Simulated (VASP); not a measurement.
Input of a VASP 6.6.1 run:

Contents of INCAR:

```
PREC = Accurate
ENCUT = 520
EDIFF = 1E-6
ISMEAR = 0
SIGMA = 0.1
LREAL = F
LASPH = T
NELM = 80
ALGO = Normal
ISIF = 2
LWAVE = F
LCHARG = T
GGA = PE
LELF = T
LVHAR = T
NBANDS = 10
```

KPOINTS

```
Automatic mesh
0
Gamma
  9 9 8
```

File POSCAR:

```
Al
1.0
    5.0091156652      0.0000000000      0.0000000000
   -2.5045578326      4.3380214166      0.0000000000
    0.0000000000      0.0000000000      4.0402563800
Al
2
Direct
    0.6666666700      0.3333333300      0.2500000000
    0.3333333300      0.6666666700      0.7500000000
```

Potentials or basis: VASP PAW PBE potentials, release 64 (Al).

Launch:

```sh
$ cat potpaw_PBE.64/Al/POTCAR > POTCAR
$ mpirun -np 1 vasp_std > vasp.out
```

What does it give for the band gap on the k mesh?

Zero (band 3 reaches 3.15 eV, above the bottom of band 4 at -0.33 eV).

Estimate the pressure.

-6.8 GPa.

Stress tensor (GPa, compression positive):
```
-6.26  0.00  0.00
 0.00 -6.26  0.00
 0.00  0.00 -7.79
```
